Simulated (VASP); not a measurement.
# MnO (P6_3/mmc) in VASP: notebook, part 2 of 2

VASP 6.6.1. The steps go on from the part before.

## 3. Single point, LDA, collinear spin, antiferromagnetic start

This run uses another cell than the first one, of 10.87 Å³/atom, 1.020 times its volume.

Contents of INCAR:

```
ALGO = Normal
EDIFF = 1E-7
ENCUT = 520
ISIF = 2
ISMEAR = 0
ISPIN = 2
LASPH = True
LCHARG = False
LMAXMIX = 4
LORBIT = 11
LREAL = False
LWAVE = False
MAGMOM = 4.35 -4.35 0 0
NBANDS = 31
NELM = 150
PREC = Accurate
SIGMA = 0.05
```

Contents of KPOINTS:

```
k-points
0
Gamma
  12 12 8
```

Contents of POSCAR:

```
MnO
1.0
    3.0779632574      0.0000000000      0.0000000000
   -1.5389816287      2.6655943729      0.0000000000
    0.0000000000      0.0000000000      5.2995560115
Mn O
2 2
Direct
    0.0000000000      0.0000000000      0.0000000000
    0.0000000000      0.0000000000      0.5000000000
    0.3333333333      0.6666666667      0.2499993605
    0.6666666667      0.3333333333      0.7500006395
```

Potentials or basis: VASP PAW LDA potentials, release 64 (Mn_pv, O).

On the command line:

```
cat potpaw_LDA.64/Mn_pv/POTCAR potpaw_LDA.64/O/POTCAR > POTCAR
mpirun -np 1 vasp_std > vasp.out
```

OUTCAR:

```text
EDIFF = 1E-7
   ENCUT = 520
   ISIF = 2
   ISMEAR = 0
   ISPIN = 2
   LASPH = True
   LORBIT = 11
   LREAL = False
   NELM = 150
   PREC = Accurate

 ion  position               nearest neighbor table
   1  0.000  0.000  0.000-   3 2.22   4 2.22   4 2.22   3 2.22   4 2.22   3 2.22   2 2.65   2 2.65

   2  0.000  0.000  0.500-   3 2.22   4 2.22   4 2.22   3 2.22   4 2.22   3 2.22   1 2.65   1 2.65

   3  0.333  0.667  0.250-   1 2.22   1 2.22   1 2.22   2 2.22   2 2.22   2 2.22
   4  0.667  0.333  0.750-   1 2.22   1 2.22   1 2.22   2 2.22   2 2.22   2 2.22
[... 1869 lines left out ...]
  volume of cell :       43.48
      direct lattice vectors                 reciprocal lattice vectors
     3.077963257  0.000000000  0.000000000     0.324890168  0.187575426  0.000000000
    -1.538981629  2.665594373  0.000000000     0.000000000  0.375150852  0.000000000
     0.000000000  0.000000000  5.299556011     0.000000000  0.000000000  0.188695053

 POSITION                                       TOTAL-FORCE (eV/Angst)
 -----------------------------------------------------------------------------------
      0.00000      0.00000      0.00000         0.000000     -0.000000      0.000000
      0.00000      0.00000      2.64978         0.000000     -0.000000      0.000000
     -0.00000      1.77706      1.32489         0.000000     -0.000000      0.000000
      1.53898      0.88853      3.97467        -0.000000      0.000000     -0.000000
 -----------------------------------------------------------------------------------
    total drift:                                0.000000     -0.000000      0.000000

  FREE ENERGIE OF THE ION-ELECTRON SYSTEM (eV)
  ---------------------------------------------------
  free  energy   TOTEN  =       -35.3267034134 eV

  energy  without entropy=      -35.3267034124  energy(sigma->0) =      -35.32670341

 total charge

# of ion       s       p       d       tot
------------------------------------------
    1        0.215   6.191   5.026  11.432
    2        0.215   6.191   5.026  11.432
    3        1.551   3.372   0.000   4.923
    4        1.551   3.372   0.000   4.923
--------------------------------------------------
tot          3.531  19.127  10.051  32.709

 magnetization (x)

# of ion       s       p       d       tot
------------------------------------------
    1        0.009   0.006   4.061   4.077
    2       -0.009  -0.006  -4.061  -4.077
    3        0.000   0.000   0.000   0.000
    4        0.000   0.000   0.000   0.000
--------------------------------------------------
tot         -0.000   0.000   0.000   0.000
```

OSZICAR:

```text
N       E                     dE             d eps       ncg     rms          rms(c)
DAV:   1     0.438442734006E+03    0.43844E+03   -0.21061E+04 12020   0.151E+03
DAV:   2    -0.610554775314E+01   -0.44455E+03   -0.41855E+03 12347   0.446E+02
DAV:   3    -0.393847667284E+02   -0.33279E+02   -0.32660E+02 13166   0.132E+02
DAV:   4    -0.398773082081E+02   -0.49254E+00   -0.49204E+00 12508   0.169E+01
DAV:   5    -0.398829593397E+02   -0.56511E-02   -0.56510E-02 13370   0.185E+00    0.193E+01
DAV:   6    -0.360574685695E+02    0.38255E+01   -0.18504E+01 14182   0.431E+01    0.171E+01
DAV:   7    -0.353732890600E+02    0.68418E+00   -0.39024E+00 13257   0.231E+01    0.106E+01
DAV:   8    -0.353602786478E+02    0.13010E-01   -0.56264E-01 12823   0.411E+00    0.626E+00
DAV:   9    -0.353264929335E+02    0.33786E-01   -0.46712E-02 14532   0.306E+00    0.177E+00
DAV:  10    -0.353262952148E+02    0.19772E-03   -0.28424E-02 12746   0.212E+00    0.281E-01
DAV:  11    -0.353267223685E+02   -0.42715E-03   -0.20910E-03 12914   0.324E-01    0.102E-01
DAV:  12    -0.353267009051E+02    0.21463E-04   -0.90304E-05 14506   0.904E-02    0.535E-02
DAV:  13    -0.353267002724E+02    0.63270E-06   -0.31957E-05 12793   0.558E-02    0.461E-02
DAV:  14    -0.353267030904E+02   -0.28180E-05   -0.14310E-05 13883   0.499E-02    0.519E-03
DAV:  15    -0.353267034562E+02   -0.36581E-06   -0.21869E-06 12410   0.941E-03    0.272E-03
DAV:  16    -0.353267034134E+02    0.42858E-07   -0.92956E-08  7386   0.238E-03
   1 F= -.35326703E+02 E0= -.35326703E+02  d E =-.939114E-09  mag=     0.0000
```

stdout:

```text
POSCAR found type information on POSCAR MnO
 POSCAR found :  2 types and       4 ions
 scaLAPACK will be used
 LDA part: xc-table for (Slater(with rela. corr.)+CA(PZ))
 , standard interpolation
 POSCAR, INCAR and KPOINTS ok, starting setup
 FFT: planning ... GRIDC
 FFT: planning ... GRID_SOFT
 FFT: planning ... GRID
 WAVECAR not read
 entering main loop
```

Run time: 5.4 min. Hardware: 1 thread of Intel Xeon Platinum 8259CL at 2.50GHz (Skylake/Cascade Lake), shared host; peak memory 0.28 GiB.

Results:

```
Free energy                                           : -35.3267 eV
Pressure                                              : -15.5 GPa
Band gap on the k mesh                                : 0.35 eV, direct
Net moment                                            : 0.00 μB per cell
Site moments                                          : Mn +4.08, -4.08; O +0.00 μB
Valence electrons inside the program's atomic spheres : Mn 11.43; O 4.92
```

Stress tensor (GPa, compression positive):
```
-15.00   0.00   0.00
  0.00 -15.00   0.00
  0.00   0.00 -16.55
```

A k mesh can miss the band edges.

## 4. Single point, revPBE, collinear spin, antiferromagnetic start

This run uses another cell than the first one, of 10.87 Å³/atom, 1.020 times its volume.

Contents of INCAR:

```
SYSTEM = MnO
PREC = Accurate
ENCUT = 520
EDIFF = 1E-7
ISMEAR = -5
SIGMA = 0.1
LREAL = .False.
LASPH = .True.
NELM = 150
ALGO = Normal
ISIF = 2
LWAVE = .False.
LCHARG = .False.
ISPIN = 2
MAGMOM = 5 -5 0 0
LORBIT = 11
LMAXMIX = 4
GGA = RE
NBANDS = 31
```

Contents of KPOINTS:

```
regular mesh
0
Gamma
  12 12 8
  0 0 0
```

POSCAR is that of step 3.

Potentials or basis: VASP PAW PBE potentials, release 64 (Mn_pv, O).

On the command line:

```
cat potpaw_PBE.64/Mn_pv/POTCAR potpaw_PBE.64/O/POTCAR > POTCAR
mpirun -np 1 vasp_std > vasp.out
```

It took 6.6 min on 1 thread of AMD EPYC 7R43 (Zen 3), shared host; peak memory 0.27 GiB.

Results (log left out):

```yaml
Free_energy: -31.6362 eV
Pressure: 4.4 GPa
Band_gap_on_the_k_mesh: 1.00 eV, direct
Net_moment: 0.00 μB per cell
Site_moments: Mn +4.24, -4.24; O +0.00 μB
Valence_electrons_inside_the_program's_atomic_spheres: Mn 11.40; O 4.98
```

Stress tensor (GPa, compression positive):
```
4.15 0.00 0.00
0.00 4.15 0.00
0.00 0.00 4.84
```

Levels at points of the mesh, in eV from the valence-band top:
Spin up:
```
           k point  band 16  band 17  band 18  band 19  band 20  band 21  band 22  band 23
(0.00, 0.00, 0.00)    -2.11    -2.11    -0.67    -0.67     1.04     2.30     2.30     2.33
(0.50, 0.00, 0.00)    -1.39    -1.25    -0.43    -0.29     1.35     3.02     3.08     3.66
(0.00, 0.00, 0.50)    -2.05    -1.97    -0.05    -0.05     1.44     2.13     2.13     3.26
(0.50, 0.00, 0.50)    -1.39    -1.20    -0.08     0.00     1.00     2.80     3.08     3.41
```
Spin down:
```csv
k point,band 16,band 17,band 18,band 19,band 20,band 21,band 22,band 23
"(0.00, 0.00, 0.00)",-2.11,-2.11,-0.67,-0.67,1.04,2.30,2.30,2.33
"(0.50, 0.00, 0.00)",-1.39,-1.25,-0.43,-0.29,1.35,3.02,3.08,3.66
"(0.00, 0.00, 0.50)",-2.05,-1.97,-0.05,-0.05,1.44,2.13,2.13,3.26
"(0.50, 0.00, 0.50)",-1.39,-1.20,-0.08,0.00,1.00,2.80,3.08,3.41
```

Caveat: the PAW data sets were made with another functional, which shifts forces and pressure a little.

## 5. The runs side by side

```tsv
level	potentials or basis	cell	smearing	gap on the mesh (eV)	pressure (GPa)	moment (μB)
PBE	VASP PAW PBE potentials, release 64 (Mn_pv, O)	a = 3.055, b = 3.055, c = 5.270 Å, angles 90.0, 90.0, 120.0°, 4 atoms	gaussian 0.05 eV	0.76	3.1	0.00
LDA	VASP PAW LDA potentials, release 64 (Mn_pv, O)	a = 3.078, b = 3.078, c = 5.300 Å, angles 90.0, 90.0, 120.0°, 4 atoms	gaussian 0.05 eV	0.35	-15.5	0.00
revPBE	VASP PAW PBE potentials, release 64 (Mn_pv, O)	a = 3.078, b = 3.078, c = 5.300 Å, angles 90.0, 90.0, 120.0°, 4 atoms	tetrahedron	1.00	4.4	0.00
```

Alike in all rows: task single point; spin collinear, antiferromagnetic start; k mesh 12 × 12 × 8; cutoff (eV) 520.

Caveats: the PAW data sets were made with another functional, which shifts forces and pressure a little (some runs).

Total energies depend on the potentials used, so only differences within one code and one set of settings carry meaning.
